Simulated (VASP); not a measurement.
# SrAs2Pd4 (R-3m) in VASP: relaxation of the atoms with LDA

Aim: the relaxation of the atoms of SrAs2Pd4 with LDA.

Program: VASP 6.6.1. These are calculated values, not measurements. Logs are shortened: lines on timing, memory, paths and dates and some standing lists are left out, and cuts for length are marked.

## 1. The cell of the first run

The structure is trigonal, space group R-3m (No. 166). Conventional cell: a = 4.262 Å, b = 4.262 Å, c = 23.783 Å, α = 90.00°, β = 90.00°, γ = 120.00°. Within 4.3 Å of Sr (site symmetry -3m) lie 6 As at 3.20 Å and 8 Pd at 3.41 to 3.51 Å and 6 Sr at 4.26 Å. As (site symmetry 3m) has 7 Pd at 2.47 to 2.81 Å and 3 Sr at 3.20 Å within 3.3 Å. Pd (site symmetry 3m) has 4 As at 2.47 to 2.81 Å and 9 Pd at 2.62 to 3.18 Å and 1 Sr at 3.41 Å within 3.5 Å. Within 3.3 Å of Pd (site symmetry 3m) lie 3 As at 2.50 Å and 7 Pd at 2.62 to 3.18 Å.

## 2. Relaxation of the atoms, LDA

INCAR

```
SYSTEM = SrAs2Pd4
PREC = Accurate
ENCUT = 520
EDIFF = 1E-7
ISMEAR = -1
SIGMA = 0.1
LREAL = .FALSE.
LASPH = .TRUE.
NELM = 100
ALGO = Normal
ISIF = 2
LWAVE = .FALSE.
LCHARG = .FALSE.
IBRION = 2
NSW = 100
EDIFFG = -0.03
KPAR = 4
```

KPOINTS

```
regular mesh
0
G
  6 6 6
  0 0 0
```

POSCAR

```
SrAs2Pd4
1.0
    2.1311320000      3.6912230000      0.0000000000
   -2.1311320000      3.6912230000      0.0000000000
    0.0000000000     -2.4608160000      7.9275560000
Sr As Pd
1 2 4
Direct
    0.0000000000      0.0000000000      0.0000000000
    0.2474000000      0.2474000000      0.7422000000
    0.7526000000      0.7526000000      0.2578000000
    0.1434000000      0.1434000000      0.4302000000
    0.8566000000      0.8566000000      0.5698000000
    0.4385000000      0.4385000000      0.3155000000
    0.5615000000      0.5615000000      0.6845000000
```

Potentials or basis: VASP PAW LDA potentials, release 64 (Sr_sv, As, Pd).

Command:

```console
> cat potpaw_LDA.64/Sr_sv/POTCAR potpaw_LDA.64/As/POTCAR potpaw_LDA.64/Pd/POTCAR > POTCAR
> mpirun -np 4 vasp_std > vasp.out
```

OUTCAR:

```text
SYSTEM = SrAs2Pd4
   PREC = Accurate
   ENCUT = 520
   EDIFF = 1E-7
   ISMEAR = -1
   LREAL = .FALSE.
   LASPH = .TRUE.
   NELM = 100
   ISIF = 2
   IBRION = 2
   NSW = 100
   EDIFFG = -0.03

 ion  position               nearest neighbor table
   1  0.000  0.000  0.000-   2 3.20   3 3.20   3 3.20   3 3.20   2 3.20   2 3.20   4 3.41   5 3.41
                             6 3.51   7 3.51   7 3.51   6 3.51   7 3.51   6 3.51
   2  0.247  0.247  0.742-   4 2.47   7 2.50   7 2.50   7 2.50   5 2.81   5 2.81   5 2.81   1 3.20
                             1 3.20   1 3.20
   3  0.753  0.753  0.258-   5 2.47   6 2.50   6 2.50   6 2.50   4 2.81   4 2.81   4 2.81   1 3.20
                             1 3.20   1 3.20
   4  0.143  0.143  0.430-   2 2.47   6 2.62   6 2.62   6 2.62   5 2.70   5 2.70   5 2.70   3 2.81
                             3 2.81   3 2.81   7 3.18   7 3.18   7 3.18   1 3.41
   5  0.857  0.857  0.570-   3 2.47   7 2.62   7 2.62   7 2.62   4 2.70   4 2.70   4 2.70   2 2.81
                             2 2.81   2 2.81   6 3.18   6 3.18   6 3.18   1 3.41
   6  0.438  0.438  0.316-   3 2.50   3 2.50   3 2.50   4 2.62   4 2.62   4 2.62   7 2.93   5 3.18
                             5 3.18   5 3.18   1 3.51   1 3.51   1 3.51
   7  0.562  0.562  0.684-   2 2.50   2 2.50   2 2.50   5 2.62   5 2.62   5 2.62   6 2.93   4 3.18
                             4 3.18   4 3.18   1 3.51   1 3.51   1 3.51

  LATTYP: Found a trigonal (rhomboedric) cell.
 ALAT       =     8.3007089529
 COS(alpha) =     0.8681681571

  Lattice vectors:

 A1 = (   2.1311320000,   1.2304070000,   7.9275560000)
 A2 = (  -2.1311320000,   1.2304070000,   7.9275560000)
 A3 = (   0.0000000000,  -2.4608160000,   7.9275560000)

Analysis of symmetry for initial positions (statically):
=====================================================================
 Subroutine PRICEL returns:
 Original cell was already a primitive cell.

 Routine SETGRP: Setting up the symmetry group for a
 trigonal (rhombohedral) supercell.

 Subroutine GETGRP returns: Found 12 space group operations
 (whereof 12 operations were pure point group operations)
 out of a pool of 12 trial point group operations.

The static configuration has the point symmetry D_3d.

Analysis of symmetry for dynamics (positions and initial velocities):
=====================================================================
 Subroutine PRICEL returns:
 Original cell was already a primitive cell.

 Routine SETGRP: Setting up the symmetry group for a
 trigonal (rhombohedral) supercell.

 Subroutine GETGRP returns: Found 12 space group operations
 (whereof 12 operations were pure point group operations)
 out of a pool of 12 trial point group operations.

The dynamic configuration has the point symmetry D_3d.

[... 120 lines left out ...]
   NUPDOWN=      -1.0000    fix difference up-down
   EMIN   =  10.00;   EMAX   =-10.00  energy-range for DOS
   EFERMI =   0.00;   METHOD = LEGACY
   ISMEAR =    -1;   SIGMA  =   0.10  broadening in eV -4-tet -1-fermi 0-gaus
   EFERMI_NEDOS =   21; number of points for ismear=-14 and -15
   IALGO  =     38    algorithm
   IMIX   =      4    mixing-type and parameters
     AMIX     =   0.40;   BMIX     =  1.00
     AMIX_MAG =   1.60;   BMIX_MAG =  1.00
  volume/ion in A,a.u.               =      17.82       120.24
  Fermi-wavevector in a.u.,A,eV,Ry     =   1.282750  2.424046 22.387664  1.645447
  Thomas-Fermi vector in A             =   2.415043
   LORBIT       =      0    0 simple, 1 ext, 2 COOP (PROOUT), +10 PAW based schemes
   GGA     = CA    functional components
   LHFCALC =     F    Hartree Fock is set to
   AEXX    =    0.0000 exact exchange contribution
   IVDW    =     0    specifies the selected vdW correction
   LEPSILON=     F    determine dielectric tensor
   LRPA    =     F    only Hartree local field effects (RPA)
 conjugate gradient relaxation of ions
 non-spin polarized calculation
  energy-cutoff  :      520.00
  volume of cell :      124.72
 maximum number of plane-waves:      3386
   NGX = 15   NGY = 15   NGZ = 31

--------------------------------------- Ionic step        1  -------------------------------------------

 number of electron      59.9999997 magnetization

 Free energy of the ion-electron system (eV)
  ---------------------------------------------------
  ext. energy  EPLUGINS =         0.00000000
  ---------------------------------------------------
  free energy    TOTEN  =       -42.91826418 eV

  energy without entropy =      -42.77919990  energy(sigma->0) =      -42.84873204

------------------------ aborting loop because EDIFF is reached ----------------------------------------

  FORCE on cell =-STRESS in cart. coord.  units (eV):
  Direction    XX          YY          ZZ          XY          YZ          ZX
  --------------------------------------------------------------------------------------
  -------------------------------------------------------------------------------------
  Total        1.7329741      1.7329686     -0.1918818      0.0000000      0.0000000      0.0000000
  in kB       22.2614120     22.2613409     -2.4648717      0.0000000      0.0000002      0.0000000
  external PRESSURE =      14.0192937 kB  Pullay stress =       0.0000000 kB
[... 233 lines left out ...]
--------------------------------------- Ionic step        7  -------------------------------------------

 number of electron      59.9999993 magnetization

 Free energy of the ion-electron system (eV)
  ---------------------------------------------------
  ext. energy  EPLUGINS =         0.00000000
  ---------------------------------------------------
  free energy    TOTEN  =       -42.99013030 eV

  energy without entropy =      -42.83486894  energy(sigma->0) =      -42.91249962

 E-fermi :   7.6106     XC(G=0): -11.8210

 val. band max:        7.6048562838   @ k =  -0.3333  -0.0000   0.1667
 cond. band min:       7.6243590434   @ k =   0.3333   0.1667   0.3333
 fundamental gap:      0.0195027596
 Fermi energy:         7.6105960040

 k-point     1 :       0.0000    0.0000    0.0000
  band No.  band energies     occupation
      1     -27.2256      2.00000
      2      -9.5470      2.00000
      3      -9.3247      2.00000
      4      -9.3247      2.00000
      5      -4.8287      2.00000
      6      -4.1064      2.00000
[... 925 lines left out ...]
     35      11.7899      0.00000
     36      12.1492      0.00000

 [... further k-points ...]

------------------------ aborting loop because EDIFF is reached ----------------------------------------

  FORCE on cell =-STRESS in cart. coord.  units (eV):
  Direction    XX          YY          ZZ          XY          YZ          ZX
  --------------------------------------------------------------------------------------
  -------------------------------------------------------------------------------------
  Total        0.0525306      0.0525305     -1.2108179      0.0000000      0.0000001      0.0000000
  in kB        0.6747972      0.6747950    -15.5539059      0.0000000      0.0000013      0.0000000
  external PRESSURE =      -4.7347712 kB  Pullay stress =       0.0000000 kB
[... 22 lines left out ...]
  FREE ENERGIE OF THE ION-ELECTRON SYSTEM (eV)
  ---------------------------------------------------
  free  energy   TOTEN  =       -42.9901302957 eV

  energy  without entropy=      -42.8348689395  energy(sigma->0) =      -42.91249962

 reached required accuracy - stopping structural energy minimisation
```

OSZICAR:

```text
N       E                     dE             d eps       ncg     rms          rms(c)
DAV:   1     0.380134638060E+03    0.38013E+03   -0.29638E+04  2304   0.159E+03
[... 67 lines left out ...]
DAV:   2    -0.429905026350E+02   -0.36969E-02   -0.39919E-02  2624   0.111E+00    0.133E-01
DAV:   3    -0.429903133208E+02    0.18931E-03   -0.15132E-03  2592   0.282E-01    0.100E-01
DAV:   4    -0.429902182807E+02    0.95040E-04   -0.18201E-04  2904   0.111E-01    0.689E-02
DAV:   5    -0.429901358692E+02    0.82411E-04   -0.42892E-04  2460   0.103E-01    0.186E-02
DAV:   6    -0.429901314083E+02    0.44609E-05   -0.19745E-05  2496   0.330E-02    0.902E-03
DAV:   7    -0.429901302632E+02    0.11451E-05   -0.53331E-06  2520   0.103E-02    0.378E-03
DAV:   8    -0.429901302957E+02   -0.32510E-07   -0.23198E-07  1840   0.289E-03
   7 F= -.42990130E+02 E0= -.42912500E+02  d E =-.174204E-02
```

CONTCAR:

```text
SrAs2Pd4
   1.00000000000000
     2.1311320000000000    3.6912229999999999    0.0000000000000000
    -2.1311320000000000    3.6912229999999999    0.0000000000000000
     0.0000000000000000   -2.4608159999999999    7.9275560000000000
  Sr              As              Pd
     1     2     4
Direct
     0.0000000000000000    0.0000000000000000    0.0000000000000000
     0.2490274084307587    0.2490274084307587    0.7470822252922763
     0.7509725915692411    0.7509725915692411    0.2529177747077239
     0.1442362595952470    0.1442362595952470    0.4327087787857410
     0.8557637404047530    0.8557637404047530    0.5672912212142589
     0.4337226976213281    0.4337226976213281    0.3011680928639916
     0.5662773023786718    0.5662773023786718    0.6988319071360084

  0.00000000E+00  0.00000000E+00  0.00000000E+00
  0.00000000E+00  0.00000000E+00  0.00000000E+00
  0.00000000E+00  0.00000000E+00  0.00000000E+00
  0.00000000E+00  0.00000000E+00  0.00000000E+00
  0.00000000E+00  0.00000000E+00  0.00000000E+00
  0.00000000E+00  0.00000000E+00  0.00000000E+00
  0.00000000E+00  0.00000000E+00  0.00000000E+00
```

Wall time 2.5 min (4 MPI ranks of Intel Xeon Platinum 8559C (Emerald Rapids), shared host); peak memory 0.29 GiB.

Results:

- Free energy: -42.9901 eV
- Energy gained by relaxing: 10.3 meV/atom
- Ionic steps: 7
- Pressure after relaxing: -0.5 GPa
- Largest force after relaxing: 0.029 eV/Å
- Band gap on the k mesh: zero (bands 30 and 31 overlap by 1.73 eV)

Forces in eV/Å, atoms in the order of the input:
```
Sr   0.000  0.000  0.000
As   0.000  0.000 -0.029
As   0.000  0.000  0.029
Pd   0.000  0.000  0.021
Pd   0.000  0.000 -0.021
Pd   0.000  0.000 -0.007
Pd   0.000  0.000  0.007
```

Step by step:
| step | energy change (eV) | largest force (eV/Å) | pressure (GPa) |
| --- | --- | --- | --- |
| 1 | 0.0000 | 0.5405 | 1.40 |
| 2 | -0.0329 | 0.3925 | 0.85 |
| 3 | -0.0697 | 0.0707 | -0.31 |
| 4 | -0.0701 | 0.0530 | -0.42 |
| 5 | -0.0701 | 0.0576 | -0.45 |
| 6 | -0.0709 | 0.0380 | -0.46 |
| 7 | -0.0719 | 0.0291 | -0.47 |

Final structure:
```
Sr As Pd
1.0
     2.13113    3.69122    0.00000
    -2.13113    3.69122    0.00000
     0.00000   -2.46082    7.92756
Sr As Pd
1 2 4
Cartesian
  0.0000 0.0000 0.0000
  0.0000 0.0000 5.9225
  0.0000 4.9216 2.0050
  0.0000 0.0000 3.4303
  0.0000 4.9216 4.4972
  0.0000 2.4608 2.3875
  0.0000 2.4608 5.5400
```

Levels at points of the mesh, in eV from the Fermi level:
```csv
k point,band 28,band 29,band 30,band 31,band 32,band 33
"(0.00, 0.00, 0.00)",0.34,0.69,1.16,1.16,2.19,2.19
"(0.50, 0.00, 0.00)",-1.46,-1.43,-1.37,-0.38,1.27,2.01
"(0.50, 0.50, 0.00)",-1.43,-1.35,-1.24,0.16,0.72,0.95
"(0.00, 0.00, 0.50)",-0.11,1.35,1.35,1.50,1.68,1.99
```
